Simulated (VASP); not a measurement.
# CoW2 (Fd-3m) in VASP: a series of runs

Runs on CoW2. Level: PBE. Tasks: single point, relaxation of cell and atoms.

Program: VASP 6.6.1. These are calculated values, not measurements. Logs are shortened: lines on timing, memory, paths and dates and some standing lists are left out, and cuts for length are marked.

## (1) The cell of the first run

The structure is cubic, space group Fd-3m (No. 227). The conventional cell has a = 7.296 Å, b = 7.296 Å, c = 7.296 Å, α = 90.00°, β = 90.00°, γ = 90.00°. Within 4.0 Å of Co (site symmetry -43m) lie 12 W at 3.02 Å and 4 Co at 3.16 Å. Within 3.4 Å of W (site symmetry -3m) lie 6 W at 2.58 Å and 6 Co at 3.02 Å.

## (2) Single point, PBE, collinear spin, ferromagnetic start

File INCAR:

```
  PREC = Accurate
  ENCUT = 520
  EDIFF = 1E-6
  ISMEAR = 0
  SIGMA = 0.1
  LREAL = False
  LASPH = True
  NELM = 150
  ALGO = Normal
  ISIF = 2
  LWAVE = False
  LCHARG = False
  ISPIN = 2
  MAGMOM = 0.94 0.94 0 0 0 0
  LORBIT = 11
  LMAXMIX = 4
  GGA = PE
  NBANDS = 50
```

File KPOINTS:

```
Automatic mesh
0
Gamma
  4 4 4
```

File POSCAR:

```
CoW2
1.0
    0.0000000000      3.6479309604      3.6479309604
    3.6479309604      0.0000000000      3.6479309604
    3.6479309604      3.6479309604      0.0000000000
Co W
2 4
Direct
    0.0000000000      0.0000000000      0.0000000000
    0.2500000000      0.2500000000      0.2500000000
    0.6250000000      0.6250000000      0.6250000000
    0.1250000000      0.6250000000      0.6250000000
    0.6250000000      0.6250000000      0.1250000000
    0.6250000000      0.1250000000      0.6250000000
```

Potentials or basis: VASP PAW PBE potentials, release 64 (Co, W_sv).

Started as:

```sh
$ cat potpaw_PBE.64/Co/POTCAR potpaw_PBE.64/W_sv/POTCAR > POTCAR
$ mpirun -np 1 vasp_std > vasp.out
```

OUTCAR:

```text
PREC = Accurate
   ENCUT = 520
   EDIFF = 1E-6
   ISMEAR = 0
   LREAL = False
   LASPH = True
   NELM = 150
   ISIF = 2
   ISPIN = 2
   LORBIT = 11
   GGA = PE

 ion  position               nearest neighbor table
   1  0.000  0.000  0.000-   3 3.02   5 3.02   3 3.02   5 3.02   4 3.02   6 3.02   4 3.02   6 3.02
                             6 3.02   3 3.02   5 3.02   4 3.02
   2  0.250  0.250  0.250-   4 3.02   6 3.02   4 3.02   6 3.02   3 3.02   5 3.02   3 3.02   5 3.02
                             3 3.02   5 3.02   4 3.02   6 3.02
   3  0.625  0.625  0.625-   4 2.58   5 2.58   6 2.58   5 2.58   6 2.58   4 2.58   1 3.02   2 3.02
                             1 3.02   2 3.02   1 3.02   2 3.02
   4  0.125  0.625  0.625-   3 2.58   5 2.58   6 2.58   3 2.58   5 2.58   6 2.58   2 3.02   2 3.02
                             1 3.02   1 3.02   2 3.02   1 3.02
   5  0.625  0.625  0.125-   3 2.58   3 2.58   4 2.58   6 2.58   6 2.58   4 2.58   1 3.02   2 3.02
                             1 3.02   2 3.02   1 3.02   2 3.02
   6  0.625  0.125  0.625-   3 2.58   5 2.58   3 2.58   4 2.58   5 2.58   4 2.58   2 3.02   2 3.02
                             1 3.02   1 3.02   1 3.02   2 3.02

  LATTYP: Found a face centered cubic cell.
 ALAT       =     7.2958619208

  Lattice vectors:

 A1 = (   0.0000000000,   3.6479309604,   3.6479309604)
 A2 = (   3.6479309604,   0.0000000000,   3.6479309604)
 A3 = (   3.6479309604,   3.6479309604,   0.0000000000)

Analysis of symmetry for initial positions (statically):
=====================================================================
 Subroutine PRICEL returns:
 Original cell was already a primitive cell.

 Routine SETGRP: Setting up the symmetry group for a
 face centered cubic supercell.

 Subroutine GETGRP returns: Found 48 space group operations
 (whereof 24 operations were pure point group operations)
 out of a pool of 48 trial point group operations.

The static configuration has the point symmetry T_d .
 The point group associated with its full space group is O_h .

Analysis of symmetry for dynamics (positions and initial velocities):
=====================================================================
 Subroutine PRICEL returns:
 Original cell was already a primitive cell.

 Routine SETGRP: Setting up the symmetry group for a
 face centered cubic supercell.

 Subroutine GETGRP returns: Found 48 space group operations
 (whereof 24 operations were pure point group operations)
 out of a pool of 48 trial point group operations.

The dynamic configuration has the point symmetry T_d .
 The point group associated with its full space group is O_h .

Analysis of structural, dynamic, and magnetic symmetry:
=====================================================================
 Subroutine PRICEL returns:
 Original cell was already a primitive cell.

 Routine SETGRP: Setting up the symmetry group for a
 face centered cubic supercell.

 Subroutine GETGRP returns: Found 48 space group operations
 (whereof 24 operations were pure point group operations)
 out of a pool of 48 trial point group operations.

The overall configuration has the point symmetry T_d .
 The point group associated with its full space group is O_h .

 Subroutine INISYM returns: Found 48 space group operations
 (whereof 24 operations are pure point group operations),
 and found     1 'primitive' translations

----------------------------------------------------------------------------------------

                                     Primitive cell

  volume of cell :      97.0890

  direct lattice vectors                    reciprocal lattice vectors
     0.000000000  3.647930960  3.647930960    -0.137063997  0.137063997  0.137063997
     3.647930960  0.000000000  3.647930960     0.137063997 -0.137063997  0.137063997
     3.647930960  3.647930960  0.000000000     0.137063997  0.137063997 -0.137063997

  length of vectors
     5.158953439  5.158953439  5.158953439     0.237401808  0.237401808  0.237401808

  position of ions in fractional coordinates (direct lattice)
     0.000000000  0.000000000  0.000000000
     0.250000000  0.250000000  0.250000000
     0.625000000  0.625000000  0.625000000
     0.125000000  0.625000000  0.625000000
     0.625000000  0.625000000  0.125000000
     0.625000000  0.125000000  0.625000000

  ion indices of the primitive-cell ions
   primitive index   ion index
                 1           1
                 2           2
[... 43 lines left out ...]
   total plane-waves  NPLWV =  64000
   dimension x,y,z NGX =    40 NGY =   40 NGZ =   40
   dimension x,y,z NGXF=    80 NGYF=   80 NGZF=   80
   ions per type =               2   4
   NGX,Y,Z   is equivalent  to a cutoff of  12.89, 12.89, 12.89 a.u.
   NGXF,Y,Z  is equivalent  to a cutoff of  25.78, 25.78, 25.78 a.u.
 SYSTEM =  unknown system
   PREC   = accura    normal or accurate (medium, high low for compatibility)
   ISTART =      0    job   : 0-new  1-cont  2-samecut
   ICHARG =      2    charge: 1-file 2-atom 10-const
   ISPIN  =      2    spin polarized calculation?
   LNONCOLLINEAR =      F non collinear calculations
   LSORBIT =      F    spin-orbit coupling
   LASPH  =      T    aspherical Exc in radial PAW
   ENCUT  =  520.0 eV  38.22 Ry    6.18 a.u.   9.59  9.59  9.59*2*pi/ulx,y,z
   NELM   =    150;   NELMIN=  2; NELMDL= -5     # of ELM steps
   EDIFF  = 0.1E-05   stopping-criterion for ELM
   LREAL  =      F    real-space projection
   EDIFFG = 0.1E-04   stopping-criterion for IOM
   NSW    =      0    number of steps for IOM
   IBRION =     -1    ionic relax: 0-MD 1-quasi-New 2-CG
   NFREE  =      0    steps in history (QN), initial steepest desc. (CG)
   ISIF   =      2    stress and relaxation
   ISYM   =      2    0-nonsym 1-usesym 2-fastsym
   POTIM  = 0.5000    time-step for ionic-motion
   TEBEG  =    0.0;   TEEND  =   0.0 temperature during run
   PSTRESS=    0.0 pullay stress
   NELECT =      74.0000    total number of electrons
   NUPDOWN=      -1.0000    fix difference up-down
   EMIN   =  10.00;   EMAX   =-10.00  energy-range for DOS
   EFERMI =   0.00;   METHOD = LEGACY
   ISMEAR =     0;   SIGMA  =   0.10  broadening in eV -4-tet -1-fermi 0-gaus
   EFERMI_NEDOS =   21; number of points for ismear=-14 and -15
   IALGO  =     38    algorithm
   IMIX   =      4    mixing-type and parameters
     AMIX     =   0.40;   BMIX     =  1.00
     AMIX_MAG =   1.60;   BMIX_MAG =  1.00
  volume/ion in A,a.u.               =      16.18       109.20
  Fermi-wavevector in a.u.,A,eV,Ry     =   1.495416  2.825927 30.426302  2.236270
  Thomas-Fermi vector in A             =   2.607564
   LORBIT       =     11    0 simple, 1 ext, 2 COOP (PROOUT), +10 PAW based schemes
   GGA     = PE    functional components
   LHFCALC =     F    Hartree Fock is set to
   AEXX    =    0.0000 exact exchange contribution
   IVDW    =     0    specifies the selected vdW correction
   LEPSILON=     F    determine dielectric tensor
   LRPA    =     F    only Hartree local field effects (RPA)
 spin polarized calculation
 Gauss-broadening in eV      SIGMA  =   0.10
  energy-cutoff  :      520.00
  volume of cell :       97.09
 maximum number of plane-waves:      2685
 NGX is ok and might be reduce to    40
   NGX = 19   NGY = 19   NGZ = 19

 number of electron      73.9999991 magnetization       2.7401224

 Free energy of the ion-electron system (eV)
  ---------------------------------------------------
  ext. energy  EPLUGINS =         0.00000000
  ---------------------------------------------------
  free energy    TOTEN  =       -61.04197528 eV

  energy without entropy =      -61.01279955  energy(sigma->0) =      -61.02738742

 E-fermi :   9.0611     XC(G=0): -12.7048

 val. band max:        9.0337863257   @ k =  -0.2500   0.5000   0.2500
 cond. band min:       9.0880620077   @ k =   0.5000   0.2500   0.0000
 fundamental gap:      0.0542756820
 Fermi energy:         9.0611063570

 spin component 1

 k-point     1 :       0.0000    0.0000    0.0000
  band No.  band energies     occupation
      1     -64.8322      1.00000
      2     -64.5846      1.00000
      3     -64.5846      1.00000
      4     -64.5846      1.00000
      5     -30.5380      1.00000
      6     -29.5474      1.00000
[... 405 lines left out ...]
     48      12.8832      0.00000
     49      13.6955      0.00000
 Fermi energy:         9.0611063570

 spin component 2

 k-point     1 :       0.0000    0.0000    0.0000
  band No.  band energies     occupation
      1     -64.8103      1.00000
      2     -64.5633      1.00000
      3     -64.5633      1.00000
      4     -64.5633      1.00000
      5     -30.5023      1.00000
      6     -29.5173      1.00000
[... 405 lines left out ...]
     48      12.9453      0.00000
     49      13.7472      0.00000
 [bands above 49 left out]

------------------------ aborting loop because EDIFF is reached ----------------------------------------

  FORCE on cell =-STRESS in cart. coord.  units (eV):
  Direction    XX          YY          ZZ          XY          YZ          ZX
  --------------------------------------------------------------------------------------
  -------------------------------------------------------------------------------------
  Total        0.3824336      0.3824336      0.3824336      0.0000000     -0.0000000      0.0000000
  in kB        6.3109797      6.3109797      6.3109797      0.0000000     -0.0000000      0.0000000
  external PRESSURE =       6.3109797 kB  Pullay stress =       0.0000000 kB

 VOLUME and BASIS-vectors are now :
 -----------------------------------------------------------------------------
  energy-cutoff  :      520.00
  volume of cell :       97.09
      direct lattice vectors                 reciprocal lattice vectors
     0.000000000  3.647930960  3.647930960    -0.137063997  0.137063997  0.137063997
     3.647930960  0.000000000  3.647930960     0.137063997 -0.137063997  0.137063997
     3.647930960  3.647930960  0.000000000     0.137063997  0.137063997 -0.137063997

 POSITION                                       TOTAL-FORCE (eV/Angst)
 -----------------------------------------------------------------------------------
      0.00000      0.00000      0.00000        -0.000000     -0.000000     -0.000000
      1.82397      1.82397      1.82397         0.000000      0.000000      0.000000
      4.55991      4.55991      4.55991         0.000000      0.000000     -0.000000
      4.55991      2.73595      2.73595        -0.000000      0.000000     -0.000000
      2.73595      2.73595      4.55991        -0.000000      0.000000     -0.000000
      2.73595      4.55991      2.73595         0.000000      0.000000     -0.000000
 -----------------------------------------------------------------------------------
    total drift:                                0.000000      0.000000      0.000000

  FREE ENERGIE OF THE ION-ELECTRON SYSTEM (eV)
  ---------------------------------------------------
  free  energy   TOTEN  =       -61.0419752825 eV

  energy  without entropy=      -61.0127995542  energy(sigma->0) =      -61.02738742

 total charge

# of ion       s       p       d       tot
------------------------------------------
    1        0.335   0.333   7.174   7.841
    2        0.335   0.333   7.174   7.841
    3        2.446   6.294   3.503  12.244
    4        2.446   6.294   3.503  12.244
    5        2.446   6.294   3.503  12.244
    6        2.446   6.294   3.503  12.244
--------------------------------------------------
tot         10.455  25.843  28.358  64.657

 magnetization (x)

# of ion       s       p       d       tot
------------------------------------------
    1        0.005   0.000   1.363   1.369
    2        0.005   0.000   1.363   1.369
    3       -0.001  -0.008   0.050   0.041
    4       -0.001  -0.008   0.050   0.041
    5       -0.001  -0.008   0.050   0.041
    6       -0.001  -0.008   0.050   0.041
--------------------------------------------------
tot          0.005  -0.031   2.926   2.901
```

It took 75 s on 1 thread of Intel Xeon 6975P-C (Granite Rapids), shared host; peak memory 0.3 GiB.

What came out:

* Free energy: -61.0420 eV
* Pressure: 0.6 GPa
* Net moment: 2.74 μB per cell
* Site moments: Co +1.37; W +0.04 μB
* Valence electrons inside the program's atomic spheres: Co 7.84; W 12.24

Caveat: the k points lie up to 0.37 Å⁻¹ apart; spin-orbit coupling is left out, which moves the levels of the heavy elements.

## (3) Relaxation of cell and atoms, PBE, collinear spin, ferromagnetic start

This run uses another cell than the first one, of 14.14 Å³/atom.

File INCAR:

```
PREC = Accurate ; ENCUT = 600
EDIFF = 1E-6 ; ISMEAR = 0
SIGMA = 0.1 ; LREAL = False
LASPH = True ; NELM = 150
ALGO = Normal ; ISIF = 3
LWAVE = False ; LCHARG = False
ISPIN = 2 ; MAGMOM = 0.94 0.94 0 0 0 0
LORBIT = 11 ; LMAXMIX = 4
GGA = PE ; IBRION = 2
NSW = 90 ; EDIFFG = -0.04
```

KPOINTS is that of step 2.

POSCAR, as its differences from that of step 2:

```diff
@@ -2,5 +2,5 @@
 1.0
-    0.0000000000      3.6479309604      3.6479309604
-    3.6479309604      0.0000000000      3.6479309604
-    3.6479309604      3.6479309604      0.0000000000
+    0.0000000000      3.4877243596      3.4877243596
+    3.4877243596      0.0000000000      3.4877243596
+    3.4877243596      3.4877243596      0.0000000000
 Co W
```

Potentials or basis: VASP PAW PBE potentials, release 64 (Co, W_sv).

Started as:

```sh
$ cat potpaw_PBE.64/Co/POTCAR potpaw_PBE.64/W_sv/POTCAR > POTCAR
$ mpirun -np 1 vasp_std > vasp.out
```

It took 5.1 min on 1 thread of Intel Xeon 6975P-C (Granite Rapids), shared host; peak memory 0.32 GiB.

Results (log left out):

```
Free energy                                           : -60.8620 eV
Relaxed volume                                        : 16.08 Å³/atom
Relaxed cell                                          : a = 5.148 Å, b = 5.148 Å, c = 5.148 Å, α = 60.00°, β = 60.00°, γ = 60.00°
Space group after relaxing (to 0.1 Å)                 : Fd-3m (No. 227)
Pressure after relaxing                               : 0.0 GPa
Band gap on the k mesh                                : zero (filled and empty bands overlap)
Net moment                                            : 0.00 μB per cell
Valence electrons inside the program's atomic spheres : Co 7.88; W 12.25
```

Final structure:
```yaml
crystal:
  lattice:
    - [0.00000, 3.64018, 3.64018]
    - [3.64018, 0.00000, 3.64018]
    - [3.64018, 3.64018, 0.00000]
  atoms:
    - { symbol: Co, position: [0.00000, 0.00000, 0.00000] }
    - { symbol: Co, position: [0.25000, 0.25000, 0.25000] }
    - { symbol: W, position: [0.62500, 0.62500, 0.62500] }
    - { symbol: W, position: [0.12500, 0.62500, 0.62500] }
    - { symbol: W, position: [0.62500, 0.62500, 0.12500] }
    - { symbol: W, position: [0.62500, 0.12500, 0.62500] }
```

Levels at points of the mesh, in eV from the Fermi level:
Spin up:
| k point | band 33 | band 34 | band 35 | band 36 | band 37 | band 38 | band 39 | band 40 | band 41 | band 42 |
| --- | --- | --- | --- | --- | --- | --- | --- | --- | --- | --- |
| (0.00, 0.00, 0.00) | -0.88 | -0.88 | -0.74 | -0.74 | 2.44 | 2.68 | 2.68 | 2.68 | 2.95 | 2.95 |
| (0.50, 0.00, 0.00) | -0.97 | -0.97 | -0.71 | -0.07 | -0.07 | -0.03 | -0.03 | 0.10 | 1.19 | 1.19 |
| (0.50, 0.50, 0.00) | -0.76 | -0.76 | -0.66 | -0.66 | -0.03 | -0.03 | 0.20 | 0.20 | 0.68 | 0.68 |
Spin down:
```csv
k point,band 34,band 35,band 36,band 37,band 38,band 39,band 40,band 41
"(0.00, 0.00, 0.00)",-0.88,-0.74,-0.74,2.44,2.68,2.68,2.68,2.95
"(0.50, 0.00, 0.00)",-0.97,-0.71,-0.07,-0.07,-0.03,-0.03,0.10,1.19
"(0.50, 0.50, 0.00)",-0.76,-0.66,-0.66,-0.03,-0.03,0.20,0.20,0.68
```

Caveat: the k points lie up to 0.37 Å⁻¹ apart in the final cell, too coarse for converged energies and pressures of a metal; spin-orbit coupling is left out, which moves the levels of the heavy elements.
